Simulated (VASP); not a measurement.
# Al in VASP: a series of runs

The runs below take Al through single point, with PBEsol.

Everything below comes from runs of VASP 6.6.1. Logs are shortened: lines on timing, memory, paths and dates and some standing lists are left out, and cuts for length are marked.

### Step 1. The cell of the first run

It takes space group Fm-3m (No. 225, cubic). The conventional cell has a = 4.048 Å, b = 4.048 Å, c = 4.048 Å, α = 90.00°, β = 90.00°, γ = 90.00°. Al (site symmetry m-3m) has 12 Al at 2.86 Å within 3.8 Å.

### Step 2. Single point, PBEsol

The input, INCAR:

```
ALGO = Normal
EDIFF = 1E-6
ENCUT = 520
GGA = PS
ISIF = 2
ISMEAR = -1
LASPH = T
LCHARG = F
LREAL = Auto
LWAVE = F
NBANDS = 38
NELM = 100
PREC = Accurate
SIGMA = 0.05
```

The input, KPOINTS:

```
Automatic mesh
0
Gamma
  4 4 4
  0.5 0.5 0.5
```

The input, POSCAR:

```
Al
1.0
   -4.0479600000     -4.0479600000      4.0479600000
    4.0479600000     -4.0479600000     -4.0479600000
    4.0479600000      4.0479600000      4.0479600000
Al
16
Direct
    0.2500000000      0.7500000000      0.0000000000
    0.0000000000      0.7500000000      0.2500000000
    0.5000000000      0.5000000000      0.0000000000
    0.2500000000      0.5000000000      0.2500000000
    0.0000000000      0.5000000000      0.5000000000
    0.7500000000      0.7500000000      0.5000000000
    0.5000000000      0.7500000000      0.7500000000
    0.0000000000      0.0000000000      0.0000000000
    0.7500000000      0.2500000000      0.0000000000
    0.5000000000      0.2500000000      0.2500000000
    0.2500000000      0.2500000000      0.5000000000
    0.0000000000      0.2500000000      0.7500000000
    0.7500000000      0.5000000000      0.7500000000
    0.7500000000      0.0000000000      0.2500000000
    0.5000000000      0.0000000000      0.5000000000
    0.2500000000      0.0000000000      0.7500000000
```

Potentials or basis: VASP PAW PBE potentials, release 64 (Al).

The run is started by

```sh
$ cat potpaw_PBE.64/Al/POTCAR > POTCAR
$ mpirun -np 1 vasp_std > vasp.out
```

OUTCAR:

```text
EDIFF = 1E-6
   ENCUT = 520
   GGA = PS
   ISIF = 2
   ISMEAR = -1
   LASPH = T
   LREAL = Auto
   NELM = 100
   PREC = Accurate

 ion  position               nearest neighbor table
   1  0.250  0.750  0.000-   2 2.86   3 2.86   4 2.86   7 2.86   8 2.86  10 2.86  14 2.86  15 2.86
                            16 2.86   5 2.86  12 2.86  13 2.86
   2  0.000  0.750  0.250-   1 2.86   4 2.86   5 2.86   6 2.86   8 2.86  11 2.86  14 2.86  15 2.86
                            16 2.86  13 2.86   9 2.86   3 2.86
   3  0.500  0.500  0.000-   1 2.86   2 2.86   4 2.86   6 2.86   7 2.86   9 2.86  10 2.86  13 2.86
                            14 2.86  11 2.86  16 2.86  12 2.86
   4  0.250  0.500  0.250-   1 2.86   2 2.86   3 2.86   5 2.86   6 2.86   7 2.86  10 2.86  11 2.86
                            15 2.86  12 2.86   8 2.86   9 2.86
   5  0.000  0.500  0.500-   1 2.86   2 2.86   4 2.86   6 2.86   7 2.86  11 2.86  12 2.86  13 2.86
                            16 2.86   9 2.86  14 2.86  10 2.86
   6  0.750  0.750  0.500-   2 2.86   5 2.86   7 2.86   8 2.86  12 2.86  13 2.86  14 2.86  15 2.86
                            16 2.86   3 2.86  10 2.86   4 2.86
   7  0.500  0.750  0.750-   1 2.86   3 2.86   6 2.86   8 2.86   9 2.86  13 2.86  14 2.86  15 2.86
                            16 2.86   4 2.86  11 2.86   5 2.86
   8  0.000  0.000  0.000-   1 2.86   2 2.86   4 2.86   9 2.86  10 2.86  11 2.86  12 2.86  14 2.86
                            16 2.86   6 2.86  13 2.86   7 2.86
   9  0.750  0.250  0.000-   2 2.86   3 2.86   4 2.86   5 2.86   8 2.86  10 2.86  12 2.86  13 2.86
                            14 2.86  15 2.86   7 2.86  16 2.86
  10  0.500  0.250  0.250-   3 2.86   4 2.86   5 2.86   6 2.86   9 2.86  11 2.86  13 2.86  14 2.86
                            15 2.86  16 2.86   1 2.86   8 2.86
  11  0.250  0.250  0.500-   3 2.86   4 2.86   5 2.86   7 2.86  10 2.86  12 2.86  13 2.86  15 2.86
                            16 2.86   8 2.86   2 2.86  14 2.86
  12  0.000  0.250  0.750-   1 2.86   3 2.86   4 2.86   5 2.86   8 2.86   9 2.86  11 2.86  13 2.86
                            16 2.86  14 2.86   6 2.86  15 2.86
  13  0.750  0.500  0.750-   1 2.86   2 2.86   3 2.86   5 2.86   6 2.86   7 2.86   8 2.86   9 2.86
                            12 2.86  10 2.86  15 2.86  11 2.86
  14  0.750  0.000  0.250-   2 2.86   5 2.86   6 2.86   8 2.86   9 2.86  10 2.86  11 2.86  12 2.86
                            15 2.86   7 2.86   3 2.86   1 2.86
  15  0.500  0.000  0.500-   6 2.86   7 2.86   9 2.86  10 2.86  11 2.86  12 2.86  13 2.86  14 2.86
                            16 2.86   1 2.86   4 2.86   2 2.86
  16  0.250  0.000  0.750-   1 2.86   3 2.86   7 2.86   8 2.86   9 2.86  10 2.86  11 2.86  12 2.86
                            15 2.86   2 2.86   5 2.86   6 2.86

  LATTYP: Found a body centered cubic cell.
 ALAT       =     8.0959200000

  Lattice vectors:

 A1 = (  -4.0479600000,  -4.0479600000,   4.0479600000)
 A2 = (   4.0479600000,  -4.0479600000,  -4.0479600000)
 A3 = (   4.0479600000,   4.0479600000,   4.0479600000)

Analysis of symmetry for initial positions (statically):
=====================================================================
 Subroutine PRICEL returns following result:

  LATTYP: Found a face centered cubic cell.
 ALAT       =     4.0479600000

  Lattice vectors:

 A1 = (   2.0239800000,   0.0000000000,  -2.0239800000)
 A2 = (   0.0000000000,   2.0239800000,  -2.0239800000)
 A3 = (   2.0239800000,   2.0239800000,  -0.0000000000)

  16 primitive cells build up your supercell.

 Routine SETGRP: Setting up the symmetry group for a
 body centered cubic supercell.

 Subroutine GETGRP returns: Found 48 space group operations
 (whereof 48 operations were pure point group operations)
 out of a pool of 48 trial point group operations.

The static configuration has the point symmetry O_h .

Analysis of symmetry for dynamics (positions and initial velocities):
=====================================================================
 Subroutine PRICEL returns following result:

  LATTYP: Found a face centered cubic cell.
 ALAT       =     4.0479600000

  Lattice vectors:

 A1 = (   2.0239800000,   0.0000000000,  -2.0239800000)
 A2 = (   0.0000000000,   2.0239800000,  -2.0239800000)
 A3 = (   2.0239800000,   2.0239800000,  -0.0000000000)

  16 primitive cells build up your supercell.

 Routine SETGRP: Setting up the symmetry group for a
 body centered cubic supercell.

 Subroutine GETGRP returns: Found 48 space group operations
 (whereof 48 operations were pure point group operations)
 out of a pool of 48 trial point group operations.

The dynamic configuration has the point symmetry O_h .

 Subroutine INISYM returns: Found 48 space group operations
 (whereof 48 operations are pure point group operations),
 and found    16 'primitive' translations

----------------------------------------------------------------------------------------

                                     Primitive cell

  volume of cell :      16.5824

  direct lattice vectors                    reciprocal lattice vectors
     2.023980000  0.000000000 -2.023980000     0.247038014 -0.247038014 -0.247038014
     0.000000000  2.023980000 -2.023980000    -0.247038014  0.247038014 -0.247038014
     2.023980000  2.023980000 -0.000000000     0.247038014  0.247038014  0.247038014

  length of vectors
     2.862339966  2.862339966  2.862339966     0.427882392  0.427882392  0.427882392

  position of ions in fractional coordinates (direct lattice)
     0.000000000  0.000000000  1.000000000

  ion indices of the primitive-cell ions
   primitive index   ion index
                 1           1

----------------------------------------------------------------------------------------

 KPOINTS: Automatic mesh

Automatic generation of k-mesh.
 Grid dimensions read from file:
 generate k-points for:    4    4    4

 Generating k-lattice:

  Cartesian coordinates                     Fractional coordinates (reciprocal lattice)
     0.000000000 -0.030879752  0.030879752     0.250000000  0.000000000  0.000000000
     0.030879752 -0.030879752  0.000000000     0.000000000  0.250000000  0.000000000
     0.030879752  0.000000000  0.030879752     0.000000000  0.000000000  0.250000000

  Length of vectors
     0.043670564  0.043670564  0.043670564

  Shift w.r.t. Gamma in fractional coordinates (k-lattice)
     0.500000000  0.500000000  0.500000000

 Subroutine IBZKPT returns following result:
 ===========================================

 Found      6 irreducible k-points:

 Following reciprocal coordinates:
            Coordinates               Weight
  0.125000  0.125000  0.125000      8.000000
  0.375000  0.125000  0.125000     12.000000
 -0.125000  0.125000  0.125000      6.000000
 -0.375000  0.375000  0.125000     24.000000
 -0.375000 -0.375000  0.125000      8.000000
 -0.375000  0.375000  0.375000      6.000000
   k-points           NKPTS =      6   k-points in BZ     NKDIM =      6   number of bands    NBANDS=     38
   number of dos      NEDOS =    301   number of ions     NIONS =     16
   total plane-waves  NPLWV = 157464
   dimension x,y,z NGX =    54 NGY =   54 NGZ =   54
   dimension x,y,z NGXF=   108 NGYF=  108 NGZF=  108
   ions per type =              16
   NGX,Y,Z   is equivalent  to a cutoff of  12.80, 12.80, 12.80 a.u.
   NGXF,Y,Z  is equivalent  to a cutoff of  25.61, 25.61, 25.61 a.u.
 SYSTEM =  unknown system
   PREC   = accura    normal or accurate (medium, high low for compatibility)
   ISTART =      0    job   : 0-new  1-cont  2-samecut
   ICHARG =      2    charge: 1-file 2-atom 10-const
   ISPIN  =      1    spin polarized calculation?
   LNONCOLLINEAR =      F non collinear calculations
   LSORBIT =      F    spin-orbit coupling
   LASPH  =      T    aspherical Exc in radial PAW
   ENCUT  =  520.0 eV  38.22 Ry    6.18 a.u.  13.04 13.04 13.04*2*pi/ulx,y,z
   NELM   =    100;   NELMIN=  2; NELMDL= -5     # of ELM steps
   EDIFF  = 0.1E-05   stopping-criterion for ELM
   LREAL  =      T    real-space projection
   EDIFFG = 0.1E-04   stopping-criterion for IOM
   NSW    =      0    number of steps for IOM
   IBRION =     -1    ionic relax: 0-MD 1-quasi-New 2-CG
   NFREE  =      0    steps in history (QN), initial steepest desc. (CG)
   ISIF   =      2    stress and relaxation
   ISYM   =      2    0-nonsym 1-usesym 2-fastsym
   POTIM  = 0.5000    time-step for ionic-motion
   TEBEG  =    0.0;   TEEND  =   0.0 temperature during run
   PSTRESS=    0.0 pullay stress
   NELECT =      48.0000    total number of electrons
   NUPDOWN=      -1.0000    fix difference up-down
   EMIN   =  10.00;   EMAX   =-10.00  energy-range for DOS
   EFERMI =   0.00;   METHOD = LEGACY
   ISMEAR =    -1;   SIGMA  =   0.05  broadening in eV -4-tet -1-fermi 0-gaus
   EFERMI_NEDOS =   21; number of points for ismear=-14 and -15
   IALGO  =     38    algorithm
   IMIX   =      4    mixing-type and parameters
     AMIX     =   0.40;   BMIX     =  1.00
     AMIX_MAG =   1.60;   BMIX_MAG =  1.00
  volume/ion in A,a.u.               =      16.58       111.90
  Fermi-wavevector in a.u.,A,eV,Ry     =   0.925903  1.749704 11.664236  0.857297
  Thomas-Fermi vector in A             =   2.051808
   LORBIT       =      0    0 simple, 1 ext, 2 COOP (PROOUT), +10 PAW based schemes
   GGA     = PS    functional components
   LHFCALC =     F    Hartree Fock is set to
   AEXX    =    0.0000 exact exchange contribution
   IVDW    =     0    specifies the selected vdW correction
   LEPSILON=     F    determine dielectric tensor
   LRPA    =     F    only Hartree local field effects (RPA)
 non-spin polarized calculation
  energy-cutoff  :      520.00
  volume of cell :      265.32
 maximum number of plane-waves:      7183
 NGX is ok and might be reduce to    54
   NGX = 27   NGY = 27   NGZ = 27

 number of electron      48.0000001 magnetization

 Free energy of the ion-electron system (eV)
  ---------------------------------------------------
  ext. energy  EPLUGINS =         0.00000000
  ---------------------------------------------------
  free energy    TOTEN  =       -65.24916930 eV

  energy without entropy =      -65.16908065  energy(sigma->0) =      -65.20912497

 E-fermi :   8.0077     XC(G=0): -10.2386

 val. band max:        7.8053449823   @ k =   0.3750   0.1250   0.1250
 cond. band min:       8.0088552913   @ k =  -0.1250   0.1250   0.1250
 fundamental gap:      0.2035103090
 Fermi energy:         8.0076868592

 k-point     1 :       0.1250    0.1250    0.1250
  band No.  band energies     occupation
      1      -2.7747      2.00000
      2      -0.5410      2.00000
      3      -0.5410      2.00000
      4      -0.5410      2.00000
      5       1.6566      2.00000
      6       1.6566      2.00000
[... 28 lines left out ...]
     35      10.4144      0.00000
     36      10.4144      0.00000

 k-point     2 :       0.3750    0.1250    0.1250
  band No.  band energies     occupation
      1      -1.9330      2.00000
      2      -1.9330      2.00000
      3      -0.8183      2.00000
      4      -0.8183      2.00000
      5       1.3837      2.00000
      6       1.3837      2.00000
[... 28 lines left out ...]
     35      11.1350      0.00000
     36      11.1350      0.00000

 k-point     3 :      -0.1250    0.1250    0.1250
  band No.  band energies     occupation
      1      -3.0564      2.00000
      2       0.2875      2.00000
      3       0.2875      2.00000
      4       0.2875      2.00000
      5       0.2875      2.00000
      6       1.3847      2.00000
[... 28 lines left out ...]
     35      10.3045      0.00000
     36      11.3452      0.00000

 k-point     4 :      -0.3750    0.3750    0.1250
  band No.  band energies     occupation
      1      -2.4936      2.00000
      2      -1.3745      2.00000
      3      -0.2644      2.00000
      4      -0.2644      2.00000
      5       0.8361      2.00000
      6       0.8373      2.00000
[... 28 lines left out ...]
     35      10.6514      0.00000
     36      10.8253      0.00000

 k-point     5 :      -0.3750   -0.3750    0.1250
  band No.  band energies     occupation
      1      -1.6535      2.00000
      2      -1.6535      2.00000
      3      -1.6535      2.00000
      4       0.5615      2.00000
      5       0.5615      2.00000
      6       0.5615      2.00000
[... 28 lines left out ...]
     35      11.1075      0.00000
     36      11.4998      0.00000

 k-point     6 :      -0.3750    0.3750    0.3750
  band No.  band energies     occupation
      1      -1.9329      2.00000
      2      -0.8185      2.00000
      3      -0.8185      2.00000
      4      -0.8184      2.00000
      5      -0.8184      2.00000
      6       0.2864      2.00000
[... 28 lines left out ...]
     35      10.2507      0.00000
     36      10.2507      0.00000
 [bands above 36 left out]

------------------------ aborting loop because EDIFF is reached ----------------------------------------

  FORCE on cell =-STRESS in cart. coord.  units (eV):
  Direction    XX          YY          ZZ          XY          YZ          ZX
  --------------------------------------------------------------------------------------
  -------------------------------------------------------------------------------------
  Total       -2.9336638     -2.9336638     -2.9336638      0.0000000      0.0000000      0.0000000
  in kB      -17.7154544    -17.7154544    -17.7154544      0.0000000      0.0000000      0.0000000
  external PRESSURE =     -17.7154544 kB  Pullay stress =       0.0000000 kB

 VOLUME and BASIS-vectors are now :
 -----------------------------------------------------------------------------
  energy-cutoff  :      520.00
  volume of cell :      265.32
      direct lattice vectors                 reciprocal lattice vectors
    -4.047960000 -4.047960000  4.047960000     0.000000000 -0.123519007  0.123519007
     4.047960000 -4.047960000 -4.047960000     0.123519007 -0.123519007  0.000000000
     4.047960000  4.047960000  4.047960000     0.123519007  0.000000000  0.123519007

 POSITION                                       TOTAL-FORCE (eV/Angst)
 -----------------------------------------------------------------------------------
      2.02398     -4.04796     -2.02398        -0.000000      0.000000      0.000000
      4.04796     -2.02398     -2.02398         0.000000     -0.000000      0.000000
      0.00000     -4.04796      0.00000        -0.000000      0.000000      0.000000
      2.02398     -2.02398      0.00000         0.000000     -0.000000     -0.000000
      4.04796      0.00000      0.00000         0.000000      0.000000     -0.000000
      2.02398     -4.04796      2.02398         0.000000     -0.000000     -0.000000
[... 8 lines left out ...]
      0.00000      0.00000      4.04796        -0.000000     -0.000000      0.000000
      2.02398      2.02398      4.04796        -0.000000      0.000000     -0.000000
 -----------------------------------------------------------------------------------
    total drift:                                0.000000      0.000000      0.000000

  FREE ENERGIE OF THE ION-ELECTRON SYSTEM (eV)
  ---------------------------------------------------
  free  energy   TOTEN  =       -65.2491693006 eV

  energy  without entropy=      -65.1690806475  energy(sigma->0) =      -65.20912497
```

Wall time 49 s (1 thread of Intel Xeon 6975P-C (Granite Rapids), shared host); peak memory 0.34 GiB.

What came out:

```
Free energy            : -65.2492 eV
Pressure               : -1.8 GPa
Band gap on the k mesh : zero (bands 24 and 25 overlap by 1.26 eV)
```

Levels at points of the mesh, in eV from the Fermi level:
```tsv
k point	band 20	band 21	band 22	band 23	band 24	band 25	band 26	band 27	band 28	band 29
(0.12, 0.12, 0.12)	0.02	0.02	0.02	0.02	0.02	0.02	0.26	0.26	0.26	2.09
```

Caveat: the PAW data sets were made with another functional, which shifts forces and pressure a little.

(Continued in part 2 of 2.)

The gap in the log of VASP goes by the Fermi energy; the results here count the filled bands.